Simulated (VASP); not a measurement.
Here is a VASP 6.6.1 calculation.

The input INCAR:

```
SYSTEM = Bi
PREC = Accurate
ENCUT = 520
EDIFF = 1E-6
ISMEAR = -1
SIGMA = 0.08
LREAL = .FALSE.
LASPH = .TRUE.
NELM = 80
ALGO = Normal
ISIF = 2
LWAVE = .FALSE.
LCHARG = .FALSE.
GGA = PE
NBANDS = 22
```

Contents of KPOINTS:

```
Automatic mesh
0
G
  12 12 6
  0 0 0
```

File POSCAR:

```
Bi
1.0
    1.7696662546     -3.0651518654      0.0000000000
    1.7696662546      3.0651518654      0.0000000000
    0.0000000000      0.0000000000      5.8434447473
Bi
2
Direct
    0.6666666670      0.3333333330      0.2500000000
    0.3333333330      0.6666666670      0.7500000000
```

Potentials or basis: VASP PAW PBE potentials, release 64 (Bi_d).

Launch:

```sh
$ cat potpaw_PBE.64/Bi_d/POTCAR > POTCAR
$ mpirun -np 1 vasp_std > vasp.out
```

Q: Estimate the band gap on the k mesh.

A: Zero (band 15 reaches 11.85 eV, above the bottom of band 16 at 5.02 eV).

Q: Predict the pressure.

A: -0.3 GPa.

Stress tensor (GPa, compression positive):
```
-0.47  0.00  0.00
 0.00 -0.47  0.00
 0.00  0.00  0.13
```

Caveat: spin-orbit coupling is left out, which moves the levels of the heavy elements.
